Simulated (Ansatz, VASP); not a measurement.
B3N2 in VASP and in Ansatz

```
CELL_PARAMETERS angstrom
2.89765 0.00000 0.00000
-1.44883 2.50944 0.00000
0.00000 0.00000 4.50828
ATOMIC_POSITIONS crystal
B 0.00000 0.00000 0.00000
B 0.33333 0.66667 0.64500
B 0.66667 0.33333 0.35500
N 0.33333 0.66667 0.24500
N 0.66667 0.33333 0.75500
```

Alike in both runs: task single point; functional PBE; k mesh 6 × 6 × 4; occupations gaussian, width 0.1 eV; collinear spin.

|  | VASP | Ansatz |
| --- | --- | --- |
| version | VASP 6.6.1 | Ansatz 0.2.0 |
| potentials or method | VASP PAW PBE potentials, release 64 (B, N), cutoff 600 eV | scalar-relativistic, plane waves, PAW |
| valence electrons in the cell | 19 | 19 |

VASP gave:

* gap on the k mesh at the Fermi level (eV): none
* pressure (GPa): 13.7
* traceless stress, the component that is largest in VASP (GPa): 7.67
* rms of the force components (eV/Å): 0.993
* net moment per atom (μB): 0.00

Task: What did Ansatz give for the same quantities?

Result: gap on the k mesh at the Fermi level (eV): none; pressure (GPa): 14.1; traceless stress, the component that is largest in VASP (GPa): 7.62; rms of the force components (eV/Å): 0.996; net moment per atom (μB): 0.00.

Atom by atom the forces differ by 0.005 eV/Å (rms over components). A gap of «none» marks a metal or a gap that the smearing closes. The functional is the same, so the differences come from potentials, cutoffs and numerics. Ansatz's warnings: seeded moment not kept.

The k mesh is coarse, so the values compare programs but aren't converged.
